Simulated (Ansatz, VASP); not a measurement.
**Two plane-wave programs on Ge**

File INCAR:

```
PREC     = Accurate       # precision mode
ENCUT    = 600            # plane-wave cutoff, eV
EDIFF    = 1E-7           # SCF threshold, eV
ISMEAR   = 0              # smearing method
SIGMA    = 0.2            # smearing width, eV
LREAL    = False          # projectors in reciprocal space
LASPH    = True           # aspherical terms in the spheres
NELM     = 80             # most SCF steps
ALGO     = Normal         # electronic algorithm
ISIF     = 3              # what is computed and relaxed
LWAVE    = False          # write WAVECAR
LCHARG   = False          # write CHGCAR
GGA      = PE             # functional
IBRION   = 2              # ionic algorithm
NSW      = 80             # ionic steps
EDIFFG   = -0.025         # ionic threshold
```

Contents of KPOINTS:

```
Automatic mesh
0
Gamma
  8 4 4
```

Contents of POSCAR:

```
Ge
1.0
    1.8991861326      1.8924704399      0.0194149585
   -0.0788954579      0.0239892112     -5.4389319243
   -3.8334467591      3.8200160179     -0.0727595533
Ge
4
Direct
    0.4800156820     -0.0167959781      0.7534669281
    0.5652454150      0.5036365934      0.7237081890
    0.4650411363      0.0287430093      0.2453080622
    0.4896977667      0.4844163754      0.2775168208
```

Input for Ansatz:

```yaml
crystal:
  lattice:
    - [1.8991861326, 1.8924704399, 0.0194149585]
    - [-0.0788954579, 0.0239892112, -5.4389319243]
    - [-3.8334467591, 3.8200160179, -0.0727595533]
  atoms:
    - { symbol: Ge, position: [0.480015682, -0.0167959781, 0.7534669281] }
    - { symbol: Ge, position: [0.565245415, 0.5036365934, 0.723708189] }
    - { symbol: Ge, position: [0.4650411363, 0.0287430093, 0.2453080622] }
    - { symbol: Ge, position: [0.4896977667, 0.4844163754, 0.2775168208] }
basis:
  ecutwfc: 420
kpoints:
  mp_grid: { grid: [8, 4, 4] }
hamiltonian:
  xc: pbe
scf:
  occupations: { method: gaussian, width: 0.2 }
  lower_state_search: "off"
output:
  forces: true
  stress: true
  eigenvalues: true
relax:
  adjacent_minimum: "off"
  f_tol: 0.025
  max_steps: 60
  cell: { stress_tol: 0.25 }
```

Change from the starting cell: cell x4, atoms moved at random (sigma 0.15 Å) and cell strained at random (1.5 %), then relaxed without symmetry.

Alike in both runs: task relaxation of cell and atoms; functional PBE; k mesh 8 × 4 × 4; occupations gaussian, width 0.2 eV; no spin polarisation.

```csv
,VASP,Ansatz
version,VASP 6.6.1,Ansatz 0.2.0
potentials or method,"VASP PAW PBE potentials, release 64 (Ge_d), cutoff 600 eV","scalar-relativistic, plane waves, PAW"
valence electrons in the cell,56,56
```

Ansatz gave:

```
gap on the k mesh at the Fermi level, each at its own relaxed structure (eV) : none
relaxed volume (Å³/atom)                                                     : 20.25
relaxed length of the cell vector where the two differ most in proportion (Å)              : 5.402
```

**Question.** Which values does VASP return?

**Answer.** gap on the k mesh at the Fermi level, each at its own relaxed structure (eV): none; relaxed volume (Å³/atom): 20.28; relaxed length of the cell vector where the two differ most in proportion (Å): 5.532.

A gap of «none» marks a metal or a gap that the smearing closes.
